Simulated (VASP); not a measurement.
# NaCl (F-43m) in VASP: single point with LDA

Aim: the single point of NaCl with LDA.

Program: VASP 6.6.1. These are calculated values, not measurements. Logs are shortened: lines on timing, memory, paths and dates and some standing lists are left out, and cuts for length are marked.

### Step 1. The cell of the first run

The structure is cubic, space group F-43m (No. 216). The conventional cell has a = 6.027 Å, b = 6.027 Å, c = 6.027 Å, α = 90.00°, β = 90.00°, γ = 90.00°. Within 3.4 Å of Na (site symmetry -43m) lie 4 Cl at 2.61 Å. Within 3.4 Å of Cl (site symmetry -43m) lie 4 Na at 2.61 Å.

### Step 2. Single point, LDA

INCAR

```
ALGO = Normal
EDIFF = 1E-7
ENCUT = 520
ISIF = 2
ISMEAR = -1
LASPH = True
LCHARG = False
LREAL = False
LWAVE = False
NBANDS = 14
NELM = 100
PREC = Accurate
SIGMA = 0.05
```

KPOINTS

```
k-points
0
Gamma
  7 7 7
```

POSCAR

```
NaCl
1.0
    0.0000000000      3.0135163771      3.0135163771
    3.0135163771      0.0000000000      3.0135163771
    3.0135163771      3.0135163771      0.0000000000
Na Cl
1 1
Direct
    0.2500000000      0.2500000000      0.2500000000
    0.5000000000      0.5000000000      0.5000000000
```

Potentials or basis: VASP PAW LDA potentials, release 64 (Na_pv, Cl).

On the command line:

```bash
> cat potpaw_LDA.64/Na_pv/POTCAR potpaw_LDA.64/Cl/POTCAR > POTCAR
> mpirun -np 1 vasp_std > vasp.out
```

OUTCAR:

```text
EDIFF = 1E-7
   ENCUT = 520
   ISIF = 2
   ISMEAR = -1
   LASPH = True
   LREAL = False
   NELM = 100
   PREC = Accurate

 ion  position               nearest neighbor table
   1  0.250  0.250  0.250-   2 2.61   2 2.61   2 2.61   2 2.61
   2  0.500  0.500  0.500-   1 2.61   1 2.61   1 2.61   1 2.61

  LATTYP: Found a face centered cubic cell.
 ALAT       =     6.0270327542

  Lattice vectors:

 A1 = (   0.0000000000,   3.0135163771,   3.0135163771)
 A2 = (   3.0135163771,   0.0000000000,   3.0135163771)
 A3 = (   3.0135163771,   3.0135163771,   0.0000000000)

Analysis of symmetry for initial positions (statically):
=====================================================================
 Subroutine PRICEL returns:
 Original cell was already a primitive cell.

 Routine SETGRP: Setting up the symmetry group for a
 face centered cubic supercell.

 Subroutine GETGRP returns: Found 24 space group operations
 (whereof 24 operations were pure point group operations)
 out of a pool of 48 trial point group operations.

The static configuration has the point symmetry T_d .

Analysis of symmetry for dynamics (positions and initial velocities):
=====================================================================
 Subroutine PRICEL returns:
 Original cell was already a primitive cell.

 Routine SETGRP: Setting up the symmetry group for a
 face centered cubic supercell.

 Subroutine GETGRP returns: Found 24 space group operations
 (whereof 24 operations were pure point group operations)
 out of a pool of 48 trial point group operations.

The dynamic configuration has the point symmetry T_d .

 Subroutine INISYM returns: Found 24 space group operations
 (whereof 24 operations are pure point group operations),
 and found     1 'primitive' translations

----------------------------------------------------------------------------------------

                                     Primitive cell

  volume of cell :      54.7332

  direct lattice vectors                    reciprocal lattice vectors
     0.000000000  3.013516377  3.013516377    -0.165919125  0.165919125  0.165919125
     3.013516377  0.000000000  3.013516377     0.165919125 -0.165919125  0.165919125
     3.013516377  3.013516377  0.000000000     0.165919125  0.165919125 -0.165919125

  length of vectors
     4.261755731  4.261755731  4.261755731     0.287380354  0.287380354  0.287380354

  position of ions in fractional coordinates (direct lattice)
     0.250000000  0.250000000  0.250000000
     0.500000000  0.500000000  0.500000000

  ion indices of the primitive-cell ions
[... 80 lines left out ...]
   PSTRESS=    0.0 pullay stress
   NELECT =      14.0000    total number of electrons
   NUPDOWN=      -1.0000    fix difference up-down
   EMIN   =  10.00;   EMAX   =-10.00  energy-range for DOS
   EFERMI =   0.00;   METHOD = LEGACY
   ISMEAR =    -1;   SIGMA  =   0.05  broadening in eV -4-tet -1-fermi 0-gaus
   EFERMI_NEDOS =   21; number of points for ismear=-14 and -15
   IALGO  =     38    algorithm
   IMIX   =      4    mixing-type and parameters
     AMIX     =   0.40;   BMIX     =  1.00
     AMIX_MAG =   1.60;   BMIX_MAG =  1.00
  volume/ion in A,a.u.               =      27.37       184.68
  Fermi-wavevector in a.u.,A,eV,Ry     =   1.039204  1.963810 14.693530  1.079944
  Thomas-Fermi vector in A             =   2.173723
   LORBIT       =      0    0 simple, 1 ext, 2 COOP (PROOUT), +10 PAW based schemes
   GGA     = CA    functional components
   LHFCALC =     F    Hartree Fock is set to
   AEXX    =    0.0000 exact exchange contribution
   IVDW    =     0    specifies the selected vdW correction
   LEPSILON=     F    determine dielectric tensor
   LRPA    =     F    only Hartree local field effects (RPA)
 non-spin polarized calculation
  energy-cutoff  :      520.00
  volume of cell :       54.73
 maximum number of plane-waves:      1486
   NGX = 15   NGY = 15   NGZ = 15

 number of electron      14.0000002 magnetization

 Free energy of the ion-electron system (eV)
  ---------------------------------------------------
  ext. energy  EPLUGINS =         0.00000000
  ---------------------------------------------------
  free energy    TOTEN  =        -7.12135712 eV

  energy without entropy =       -7.12135712  energy(sigma->0) =       -7.12135712

 E-fermi :  -1.2427     XC(G=0):  -7.7041

 val. band max:       -2.3378205601   @ k =   0.0000   0.0000   0.0000
 cond. band min:       2.3729176680   @ k =   0.0000   0.0000   0.0000
 fundamental gap:      4.7107382282
 Fermi energy:        -1.2426524509

 k-point     1 :       0.0000    0.0000    0.0000
  band No.  band energies     occupation
      1     -22.7433      2.00000
      2     -22.7433      2.00000
      3     -22.7433      2.00000
      4     -14.4529      2.00000
      5      -2.3378      2.00000
      6      -2.3378      2.00000
      7      -2.3378      2.00000
      8       2.3729      0.00000
      9       8.8316      0.00000
     10       8.8316      0.00000
     11       8.8316      0.00000
     12      10.6824      0.00000
     13      10.6824      0.00000
     14      13.1543      0.00000
[... 309 lines left out ...]
      1     -22.7639      2.00000
      2     -22.7518      2.00000
      3     -22.7484      2.00000
      4     -14.2009      2.00000
      5      -3.1735      2.00000
      6      -3.0852      2.00000
      7      -2.6714      2.00000
      8       5.2657      0.00000
      9       6.8407      0.00000
     10       7.8058      0.00000
     11       8.7549      0.00000
     12      11.2558      0.00000
     13      11.9650      0.00000
     14      13.8381      0.00000

------------------------ aborting loop because EDIFF is reached ----------------------------------------

  FORCE on cell =-STRESS in cart. coord.  units (eV):
  Direction    XX          YY          ZZ          XY          YZ          ZX
  --------------------------------------------------------------------------------------
  -------------------------------------------------------------------------------------
  Total        0.0021178      0.0021178      0.0021178      0.0000000      0.0000000      0.0000000
  in kB        0.0619943      0.0619943      0.0619943      0.0000000      0.0000000      0.0000000
  external PRESSURE =       0.0619943 kB  Pullay stress =       0.0000000 kB

 VOLUME and BASIS-vectors are now :
 -----------------------------------------------------------------------------
  energy-cutoff  :      520.00
  volume of cell :       54.73
      direct lattice vectors                 reciprocal lattice vectors
     0.000000000  3.013516377  3.013516377    -0.165919125  0.165919125  0.165919125
     3.013516377  0.000000000  3.013516377     0.165919125 -0.165919125  0.165919125
     3.013516377  3.013516377  0.000000000     0.165919125  0.165919125 -0.165919125

 POSITION                                       TOTAL-FORCE (eV/Angst)
 -----------------------------------------------------------------------------------
      1.50676      1.50676      1.50676         0.000000      0.000000      0.000000
      3.01352      3.01352      3.01352        -0.000000     -0.000000     -0.000000
 -----------------------------------------------------------------------------------
    total drift:                               -0.000000     -0.000000     -0.000000

  FREE ENERGIE OF THE ION-ELECTRON SYSTEM (eV)
  ---------------------------------------------------
  free  energy   TOTEN  =        -7.1213571242 eV

  energy  without entropy=       -7.1213571241  energy(sigma->0) =       -7.12135712
```

OSZICAR:

```text
N       E                     dE             d eps       ncg     rms          rms(c)
DAV:   1     0.977261300578E+02    0.97726E+02   -0.73127E+03   566   0.979E+02
DAV:   2     0.169107013123E+01   -0.96035E+02   -0.86569E+02   604   0.247E+02
DAV:   3    -0.727618707338E+01   -0.89673E+01   -0.89124E+01   740   0.711E+01
DAV:   4    -0.741898469801E+01   -0.14280E+00   -0.14275E+00   644   0.101E+01
DAV:   5    -0.742194400623E+01   -0.29593E-02   -0.29591E-02   748   0.146E+00    0.224E+00
DAV:   6    -0.714943813458E+01    0.27251E+00   -0.48397E-01   680   0.372E+00    0.163E+00
DAV:   7    -0.712051871564E+01    0.28919E-01   -0.81896E-02   748   0.148E+00    0.104E+00
DAV:   8    -0.712115000478E+01   -0.63129E-03   -0.50293E-03   650   0.638E-01    0.229E-01
DAV:   9    -0.712112623359E+01    0.23771E-04   -0.18711E-04   760   0.112E-01    0.133E-01
DAV:  10    -0.712135612435E+01   -0.22989E-03   -0.19334E-04   650   0.109E-01    0.109E-02
DAV:  11    -0.712135628207E+01   -0.15771E-06   -0.80114E-06   776   0.335E-02    0.536E-03
DAV:  12    -0.712135706309E+01   -0.78102E-06   -0.61729E-07   656   0.859E-03    0.118E-03
DAV:  13    -0.712135712415E+01   -0.61064E-07   -0.96769E-08   722   0.268E-03
   1 F= -.71213571E+01 E0= -.71213571E+01  d E =-.999597E-10
```

Wall time 4.4 s (1 thread of Intel Xeon 6975P-C (Granite Rapids), shared host); peak memory 0.15 GiB.

Results:

- Free energy: -7.1214 eV
- Pressure: 0.0 GPa
- Band gap on the k mesh: 4.71 eV, direct
